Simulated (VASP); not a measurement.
## Ti: single point with LDA

The system is Ti, a slab with vacuum.

```xyz
14
Lattice="2.9004 0.0000 0.0000 0.0000 6.8055 0.0000 0.0000 0.0000 25.7318" Properties=species:S:1:pos:R:3 pbc="T T T"
Ti    1.4502    6.6493    7.5000
Ti    1.4502    3.8646    8.0648
Ti    0.0000    1.6980    9.1945
Ti    0.0000    5.7188    9.7593
Ti    1.4502    3.5522   10.8890
Ti    1.4502    0.7675   11.4538
Ti    0.0000    5.4064   12.5835
Ti    0.0000    2.6217   13.1483
Ti    1.4502    0.4551   14.2780
Ti    1.4502    4.4759   14.8428
Ti    0.0000    2.3093   15.9725
Ti    0.0000    6.3301   16.5373
Ti    1.4502    4.1635   17.6670
Ti    1.4502    1.3789   18.2318
```

```
Program                : VASP 6.6.1
Task                   : single point
Functional             : LDA
Potentials or basis    : VASP PAW LDA potentials, release 64 (Ti_sv)
Cutoff                 : 520 eV
k mesh                 : 12 × 5 × 1
Occupations            : gaussian, width 0.1 eV
Spin                   : no spin polarisation
Dipole correction      : yes
Further INCAR settings : ALGO = Normal; EDIFF = 1e-06; NBANDS = 97
```

```yaml
Largest_force: 1.070 eV/Å
Band_gap_on_the_k_mesh: zero (bands 84 and 85 overlap by 0.48 eV)
```

Forces on the atoms (eV/Å):
```
Ti   0.000  0.227  1.045
Ti   0.000  0.138  0.516
Ti   0.000 -0.225 -0.245
Ti   0.000 -0.115 -0.709
Ti   0.000 -0.003 -0.034
Ti   0.000 -0.020  0.042
Ti   0.000 -0.008 -0.127
Ti   0.000  0.008  0.127
Ti   0.000  0.020 -0.042
Ti   0.000  0.003  0.034
Ti   0.000  0.115  0.709
Ti   0.000  0.225  0.245
Ti   0.000 -0.138 -0.516
Ti   0.000 -0.227 -1.045
```

Levels at points of the mesh, in eV from the Fermi level:
```
           k point  band 80  band 81  band 82  band 83  band 84  band 85  band 86  band 87  band 88  band 89
(0.00, 0.00, 0.00)    -0.11    -0.04     0.01     0.14     0.36     0.38     0.45     0.50     0.57     0.60
(0.50, 0.00, 0.00)    -0.72    -0.71    -0.64    -0.08    -0.01     0.09     0.16     0.22     0.29     0.34
```

Run time: 39 min on 1 thread of AMD EPYC 9R45 96-Core Processor (Zen 5), with other jobs on the host, peak memory 0.81 GiB.
